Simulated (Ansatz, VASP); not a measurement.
# Two plane-wave programs on HfN

The input INCAR:

```
SYSTEM = HfN
  ALGO = Normal
  EDIFF = 1E-6
  ENCUT = 520
  GGA = PS
  ISIF = 2
  ISMEAR = 0
  LASPH = .TRUE.
  LCHARG = .FALSE.
  LREAL = .FALSE.
  LWAVE = .FALSE.
  NBANDS = 14
  NELM = 80
  PREC = Accurate
  SIGMA = 0.15
```

The input KPOINTS:

```
k-points
0
G
  18 18 18
  0 0 0
```

Contents of POSCAR:

```
HfN
1.0
    0.0000000000      2.1460500000      2.2025250000
    2.1460500000      0.0000000000      2.2025250000
    2.1460500000      2.1460500000      0.0000000000
Hf N
1 1
Direct
    0.0000000000      0.0000000000      0.0000000000
    0.5000000000      0.5000000000      0.5000000000
```

Input for Ansatz:

```yaml
crystal:
  lattice:
    - [0.0, 2.14605, 2.202525]
    - [2.14605, 0.0, 2.202525]
    - [2.14605, 2.14605, 0.0]
  atoms:
    - { symbol: Hf, position: [0.0, 0.0, 0.0] }
    - { symbol: "N", position: [0.5, 0.5, 0.5] }
basis:
  ecutwfc: 420
kpoints:
  mp_grid: { grid: [18, 18, 18] }
hamiltonian:
  xc: pbesol
scf:
  occupations: { method: gaussian, width: 0.15 }
output:
  forces: true
  stress: true
  eigenvalues: true
```

Change from the starting cell: strain -0.050 along x and y, -0.025 along z, atoms carried along.

Alike in both runs: task single point; functional PBEsol; k mesh 18 × 18 × 18; occupations gaussian, width 0.15 eV; no spin polarisation.

|  | VASP | Ansatz |
| --- | --- | --- |
| version | VASP 6.6.1 | Ansatz 0.2.0 |
| potentials or method | VASP PAW PBE potentials, release 64 (Hf_pv, N), cutoff 520 eV | scalar-relativistic, plane waves, PAW |
| valence electrons in the cell | 15 | 31 |

|  | VASP | Ansatz | Ansatz less VASP |
| --- | --- | --- | --- |
| gap on the k mesh at the Fermi level (eV) | none | none | - |
| pressure (GPa) | 41.1 | 43.2 | +2.10 |
| traceless stress, the component that is largest in VASP (GPa) | -14.38 | -14.29 | +0.090 |

VASP's potentials were made for PBE, not for PBEsol. A gap of «none» marks a metal or a gap that the smearing closes. Both programs put the cell under a high pressure, so it lies far from rest at this level. VASP's potentials hold 15 valence electrons a cell and Ansatz's 31, so a difference there can come from the potentials and not from the codes.

Neither program's run includes spin-orbit coupling.
